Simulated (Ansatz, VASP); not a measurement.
# WS2 in VASP and in Ansatz

```
CELL_PARAMETERS angstrom
-1.57900 -2.73491 0.00000
1.57900 -2.73491 0.00000
0.00000 0.00000 18.48999
ATOMIC_POSITIONS crystal
W 0.00000 0.00000 0.00000
W 0.33333 0.33333 0.33333
W 0.66667 0.66667 0.66667
S 0.00000 0.00000 0.75030
S 0.33333 0.33333 0.08363
S 0.66667 0.66667 0.41697
S 0.00000 0.00000 0.58100
S 0.33333 0.33333 0.91433
S 0.66667 0.66667 0.24767
```

Alike in both runs: task single point; functional PBEsol; k mesh 10 × 10 × 2; occupations gaussian, width 0.05 eV; no spin polarisation.

|  | VASP | Ansatz |
| --- | --- | --- |
| version | VASP 6.6.1 | Ansatz 0.2.0 |
| potentials or method | VASP PAW PBE potentials, release 64 (W_sv, S), cutoff 520 eV | scalar-relativistic, plane waves, PAW |
| valence electrons in the cell | 78 | 78 |

```csv
,VASP,Ansatz,Ansatz less VASP
gap on the k mesh at the Fermi level (eV),1.03,1.01,-0.018
least direct gap on the mesh (eV),2.21,2.20,-0.012
pressure (GPa),-0.5,-0.6,-0.12
"traceless stress, the component that is largest in VASP (GPa)",0.72,0.69,-0.026
rms of the force components (eV/Å),0.247,0.247,+0.0003
```

VASP's potentials were made for PBE, not for PBEsol. Atom by atom the forces differ by 0.010 eV/Å (rms over components). With one functional, cell and mesh, what is left measures potentials, basis and numerics.

Neither program's run includes spin-orbit coupling.
